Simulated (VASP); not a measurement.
# Lu (Fm-3m) in VASP: single point with PBE

Aim: the single point of Lu with PBE.

Everything below comes from runs of VASP 6.6.1. Logs are shortened: lines on timing, memory, paths and dates and some standing lists are left out, and cuts for length are marked.

### Step 1. The cell of the first run

Symmetry: Fm-3m, No. 225, cubic system. Conventional cell: a = 4.606 Å, b = 4.606 Å, c = 4.606 Å, α = 90.00°, β = 90.00°, γ = 90.00°. Lu (site symmetry m-3m) has 12 Lu at 3.26 Å within 4.3 Å.

This isn't the form of Lu at room conditions, which is hcp.

### Step 2. Single point, PBE (24.43 Å³/atom)

File INCAR:

```
ALGO = Normal ; EDIFF = 1E-6
ENCUT = 520 ; GGA = PE
ISIF = 2 ; ISMEAR = -1
LASPH = T ; LCHARG = T
LELF = T ; LREAL = F
LVHAR = T ; LWAVE = F
NBANDS = 18 ; NELM = 100
PREC = Accurate ; SIGMA = 0.1
```

File KPOINTS:

```
k-points
0
Gamma
  15 15 15
```

File POSCAR:

```
Lu
1.0
    0.0000000000      2.3031032441      2.3031032441
    2.3031032441      0.0000000000      2.3031032441
    2.3031032441      2.3031032441      0.0000000000
Lu
1
Direct
    0.0000000000      0.0000000000      0.0000000000
```

Potentials or basis: VASP PAW PBE potentials, release 64 (Lu).

Launch:

```
$ cat potpaw_PBE.64/Lu/POTCAR > POTCAR
$ mpirun -np 1 vasp_std > vasp.out
```

OUTCAR:

```text
EDIFF = 1E-6
   ENCUT = 520
   GGA = PE
   ISIF = 2
   ISMEAR = -1
   LASPH = T
   LREAL = F
   NELM = 100
   PREC = Accurate

 ion  position               nearest neighbor table
   1  0.000  0.000  0.000-

  LATTYP: Found a face centered cubic cell.
 ALAT       =     4.6062064882

  Lattice vectors:

 A1 = (   0.0000000000,   2.3031032441,   2.3031032441)
 A2 = (   2.3031032441,   0.0000000000,   2.3031032441)
 A3 = (   2.3031032441,   2.3031032441,   0.0000000000)

Analysis of symmetry for initial positions (statically):
=====================================================================
 Subroutine PRICEL returns:
 Original cell was already a primitive cell.

 Routine SETGRP: Setting up the symmetry group for a
 face centered cubic supercell.

 Subroutine GETGRP returns: Found 48 space group operations
 (whereof 48 operations were pure point group operations)
 out of a pool of 48 trial point group operations.

The static configuration has the point symmetry O_h .

Analysis of symmetry for dynamics (positions and initial velocities):
=====================================================================
 Subroutine PRICEL returns:
 Original cell was already a primitive cell.

 Routine SETGRP: Setting up the symmetry group for a
 face centered cubic supercell.

 Subroutine GETGRP returns: Found 48 space group operations
 (whereof 48 operations were pure point group operations)
 out of a pool of 48 trial point group operations.

The dynamic configuration has the point symmetry O_h .

 Subroutine INISYM returns: Found 48 space group operations
 (whereof 48 operations are pure point group operations),
 and found     1 'primitive' translations

----------------------------------------------------------------------------------------

                                     Primitive cell

  volume of cell :      24.4326

  direct lattice vectors                    reciprocal lattice vectors
     0.000000000  2.303103244  2.303103244    -0.217098387  0.217098387  0.217098387
     2.303103244  0.000000000  2.303103244     0.217098387 -0.217098387  0.217098387
     2.303103244  2.303103244  0.000000000     0.217098387  0.217098387 -0.217098387

  length of vectors
     3.257079843  3.257079843  3.257079843     0.376025437  0.376025437  0.376025437

  position of ions in fractional coordinates (direct lattice)
     0.000000000  0.000000000  0.000000000

  ion indices of the primitive-cell ions
   primitive index   ion index
                 1           1

----------------------------------------------------------------------------------------

 KPOINTS: k-points

Automatic generation of k-mesh.
 Grid dimensions read from file:
 generate k-points for:   15   15   15

 Generating k-lattice:

  Cartesian coordinates                     Fractional coordinates (reciprocal lattice)
    -0.014473226  0.014473226  0.014473226     0.066666667  0.000000000  0.000000000
     0.014473226 -0.014473226  0.014473226     0.000000000  0.066666667  0.000000000
     0.014473226  0.014473226 -0.014473226     0.000000000  0.000000000  0.066666667

  Length of vectors
     0.025068362  0.025068362  0.025068362

  Shift w.r.t. Gamma in fractional coordinates (k-lattice)
     0.000000000  0.000000000  0.000000000

 Subroutine IBZKPT returns following result:
 ===========================================

 Found    120 irreducible k-points:

 Following reciprocal coordinates:
            Coordinates               Weight
  0.000000  0.000000  0.000000      1.000000
  0.066667  0.000000  0.000000      8.000000
  0.133333  0.000000  0.000000      8.000000
  0.200000  0.000000  0.000000      8.000000
  0.266667  0.000000  0.000000      8.000000
  0.333333  0.000000  0.000000      8.000000
[... 16 lines left out ...]
  0.133333  0.133333  0.000000      6.000000
  0.200000  0.133333  0.000000     24.000000
 [... further k-points ...]
   k-points           NKPTS =    120   k-points in BZ     NKDIM =    120   number of bands    NBANDS=     18
   number of dos      NEDOS =    301   number of ions     NIONS =      1
   total plane-waves  NPLWV =  13824
   dimension x,y,z NGX =    24 NGY =   24 NGZ =   24
   dimension x,y,z NGXF=    48 NGYF=   48 NGZF=   48
   ions per type =               1
   NGX,Y,Z   is equivalent  to a cutoff of  12.25, 12.25, 12.25 a.u.
   NGXF,Y,Z  is equivalent  to a cutoff of  24.50, 24.50, 24.50 a.u.
 SYSTEM =  unknown system
   PREC   = accura    normal or accurate (medium, high low for compatibility)
   ISTART =      0    job   : 0-new  1-cont  2-samecut
   ICHARG =      2    charge: 1-file 2-atom 10-const
   ISPIN  =      1    spin polarized calculation?
   LNONCOLLINEAR =      F non collinear calculations
   LSORBIT =      F    spin-orbit coupling
   LASPH  =      T    aspherical Exc in radial PAW
   ENCUT  =  520.0 eV  38.22 Ry    6.18 a.u.   6.06  6.06  6.06*2*pi/ulx,y,z
   NELM   =    100;   NELMIN=  2; NELMDL= -5     # of ELM steps
   EDIFF  = 0.1E-05   stopping-criterion for ELM
   LREAL  =      F    real-space projection
   EDIFFG = 0.1E-04   stopping-criterion for IOM
   NSW    =      0    number of steps for IOM
   IBRION =     -1    ionic relax: 0-MD 1-quasi-New 2-CG
   NFREE  =      0    steps in history (QN), initial steepest desc. (CG)
   ISIF   =      2    stress and relaxation
   ISYM   =      2    0-nonsym 1-usesym 2-fastsym
   POTIM  = 0.5000    time-step for ionic-motion
   TEBEG  =    0.0;   TEEND  =   0.0 temperature during run
   PSTRESS=    0.0 pullay stress
   NELECT =      25.0000    total number of electrons
   NUPDOWN=      -1.0000    fix difference up-down
   EMIN   =  10.00;   EMAX   =-10.00  energy-range for DOS
   EFERMI =   0.00;   METHOD = LEGACY
   ISMEAR =    -1;   SIGMA  =   0.10  broadening in eV -4-tet -1-fermi 0-gaus
   EFERMI_NEDOS =   21; number of points for ismear=-14 and -15
   IALGO  =     38    algorithm
   IMIX   =      4    mixing-type and parameters
     AMIX     =   0.40;   BMIX     =  1.00
     AMIX_MAG =   1.60;   BMIX_MAG =  1.00
  volume/ion in A,a.u.               =      24.43       164.88
  Fermi-wavevector in a.u.,A,eV,Ry     =   1.649674  3.117432 37.027220  2.721424
  Thomas-Fermi vector in A             =   2.738753
   LORBIT       =      0    0 simple, 1 ext, 2 COOP (PROOUT), +10 PAW based schemes
   GGA     = PE    functional components
   LHFCALC =     F    Hartree Fock is set to
   AEXX    =    0.0000 exact exchange contribution
   IVDW    =     0    specifies the selected vdW correction
   LEPSILON=     F    determine dielectric tensor
   LRPA    =     F    only Hartree local field effects (RPA)
 non-spin polarized calculation
  energy-cutoff  :      520.00
  volume of cell :       24.43
 maximum number of plane-waves:       680
   NGX = 13   NGY = 13   NGZ = 13

 number of electron      25.0000007 magnetization

 Free energy of the ion-electron system (eV)
  ---------------------------------------------------
  ext. energy  EPLUGINS =         0.00000000
  ---------------------------------------------------
  free energy    TOTEN  =        -4.37117899 eV

  energy without entropy =       -4.33381508  energy(sigma->0) =       -4.35249703

 E-fermi :   3.0035     XC(G=0): -11.5363

 val. band max:        2.9713573350   @ k =  -0.4000   0.2000   0.0000
 cond. band min:       3.0414643091   @ k =   0.2667   0.2667   0.0000
 fundamental gap:      0.0701069741
 Fermi energy:         3.0034586036

 k-point     1 :       0.0000    0.0000    0.0000
  band No.  band energies     occupation
      1     -52.8750      2.00000
      2     -23.1523      2.00000
      3     -23.1523      2.00000
      4     -23.1523      2.00000
      5      -3.5099      2.00000
      6      -1.8083      2.00000
[... 10 lines left out ...]
     17       8.3279      0.00000
     18      14.0678      0.00000

 k-point     2 :       0.0667    0.0000    0.0000
  band No.  band energies     occupation
      1     -52.8722      2.00000
      2     -23.1936      2.00000
      3     -23.1574      2.00000
      4     -23.1574      2.00000
      5      -3.3587      2.00000
      6      -1.8048      2.00000
[... 10 lines left out ...]
     17       8.2334      0.00000
     18      14.4182      0.00000

 k-point     3 :       0.1333    0.0000    0.0000
  band No.  band energies     occupation
      1     -52.8641      2.00000
      2     -23.3087      2.00000
      3     -23.1716      2.00000
      4     -23.1716      2.00000
      5      -2.9235      2.00000
      6      -1.7949      2.00000
[... 10 lines left out ...]
     17       8.0473      0.00000
     18      15.1797      0.00000

 k-point     4 :       0.2000    0.0000    0.0000
  band No.  band energies     occupation
      1     -52.8523      2.00000
      2     -23.4738      2.00000
      3     -23.1925      2.00000
      4     -23.1925      2.00000
      5      -2.2619      2.00000
      6      -1.7814      2.00000
[... 10 lines left out ...]
     17       8.0268      0.00000
     18      14.6919      0.00000

 k-point     5 :       0.2667    0.0000    0.0000
  band No.  band energies     occupation
      1     -52.8386      2.00000
      2     -23.6576      2.00000
      3     -23.2164      2.00000
      4     -23.2164      2.00000
      5      -1.7765      2.00000
      6      -1.7271      2.00000
[... 10 lines left out ...]
     17       8.4025      0.00000
     18      13.8513      0.00000

 k-point     6 :       0.3333    0.0000    0.0000
  band No.  band energies     occupation
      1     -52.8255      2.00000
      2     -23.8280      2.00000
      3     -23.2391      2.00000
      4     -23.2390      2.00000
      5      -1.7781      2.00000
      6      -1.7080      2.00000
[... 307 lines left out ...]
 k-point    21 :      -0.1333    0.0667    0.0000
  band No.  band energies     occupation
      1     -52.8583      2.00000
      2     -23.3751      2.00000
      3     -23.2091      2.00000
      4     -23.1707      2.00000
      5      -2.5993      2.00000
      6      -1.7874      2.00000
[... 10 lines left out ...]
     17       8.3575      0.00000
     18      15.5262      0.00000

 k-point    22 :      -0.0667    0.0667    0.0000
  band No.  band energies     occupation
      1     -52.8676      2.00000
      2     -23.2509      2.00000
      3     -23.1806      2.00000
      4     -23.1589      2.00000
      5      -3.1124      2.00000
      6      -1.7991      2.00000
[... 10 lines left out ...]
     17       8.3067      0.00000
     18      14.9562      0.00000

 k-point    23 :       0.1333    0.1333    0.0000
  band No.  band energies     occupation
      1     -52.8605      2.00000
      2     -23.3051      2.00000
      3     -23.2054      2.00000
      4     -23.2054      2.00000
      5      -2.7282      2.00000
      6      -1.7895      2.00000
[... 10 lines left out ...]
     17       8.6345      0.00000
     18      15.8036      0.00000

 k-point    24 :       0.2000    0.1333    0.0000
  band No.  band energies     occupation
      1     -52.8517      2.00000
      2     -23.4126      2.00000
      3     -23.2322      2.00000
      4     -23.2251      2.00000
      5      -2.2348      2.00000
      6      -1.7773      2.00000
[... 10 lines left out ...]
     17       8.7742      0.00000
     18      16.4055      0.00000

 [... further k-points ...]

------------------------ aborting loop because EDIFF is reached ----------------------------------------

  FORCE on cell =-STRESS in cart. coord.  units (eV):
  Direction    XX          YY          ZZ          XY          YZ          ZX
  --------------------------------------------------------------------------------------
  -------------------------------------------------------------------------------------
  Total        1.5391992      1.5391992      1.5391992     -0.0000000     -0.0000000      0.0000000
  in kB      100.9334687    100.9334687    100.9334687     -0.0000000     -0.0000000      0.0000000
  external PRESSURE =     100.9334687 kB  Pullay stress =       0.0000000 kB

 VOLUME and BASIS-vectors are now :
 -----------------------------------------------------------------------------
  energy-cutoff  :      520.00
  volume of cell :       24.43
      direct lattice vectors                 reciprocal lattice vectors
     0.000000000  2.303103244  2.303103244    -0.217098387  0.217098387  0.217098387
     2.303103244  0.000000000  2.303103244     0.217098387 -0.217098387  0.217098387
     2.303103244  2.303103244  0.000000000     0.217098387  0.217098387 -0.217098387

 POSITION                                       TOTAL-FORCE (eV/Angst)
 -----------------------------------------------------------------------------------
      0.00000      0.00000      0.00000         0.000000     -0.000000      0.000000
 -----------------------------------------------------------------------------------
    total drift:                               -0.000000      0.000000     -0.000000

  FREE ENERGIE OF THE ION-ELECTRON SYSTEM (eV)
  ---------------------------------------------------
  free  energy   TOTEN  =        -4.3711789865 eV

  energy  without entropy=       -4.3338150772  energy(sigma->0) =       -4.35249703
```

Wall time 49 s (1 thread of Intel Xeon 8259CL, shared host); peak memory 0.19 GiB.

What came out:

```yaml
Free_energy: -4.3712 eV
Pressure: 10.1 GPa
Band_gap_on_the_k_mesh: zero (an odd number of electrons rules out a gap without spin polarisation)
```

Caveat: the cell stands under pressure; spin-orbit coupling is left out, which moves the levels of the heavy elements.
